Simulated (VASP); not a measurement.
Input of a VASP 6.6.1 run:

INCAR

```
SYSTEM = Pb
  PREC = Accurate
  ENCUT = 520
  EDIFF = 1E-6
  ISMEAR = 1
  SIGMA = 0.01
  LREAL = .False.
  LASPH = .True.
  NELM = 150
  ALGO = Fast
  ISIF = 2
  LWAVE = .False.
  LCHARG = .False.
  MAGMOM = 0 0 0
  LORBIT = 11
  LSORBIT = .True.
  GGA_COMPAT = .False.
  LORBMOM = .True.
  GGA = RP
  IVDW = 12
  NBANDS = 25
```

The input KPOINTS:

```
regular mesh
0
Gamma
  7 7 7
  0 0 0
```

File POSCAR:

```
Pb
1.0
    0.0000000000      2.4914113386      2.4914113386
    2.4914113386      0.0000000000      2.4914113386
    2.4914113386      2.4914113386      0.0000000000
Pb
1
Direct
    0.0000000000      0.0000000000      0.0000000000
```

Potentials or basis: VASP PAW PBE potentials, release 64 (Pb_d).

Command:

```console
$ cat potpaw_PBE.64/Pb_d/POTCAR > POTCAR
$ mpirun -np 1 vasp_ncl > vasp.out
```

**Question.** Predict the pressure.

**Answer.** -16.5 GPa.

**Question.** Estimate the dispersion energy per atom.

**Answer.** -2.374 eV.

Moments on the atoms (μB; x, y, z):
```
Pb  0.00 0.00 0.00
```

Caveat: the cell stands under tension; the PAW data sets were made with another functional, which shifts forces and pressure a little.
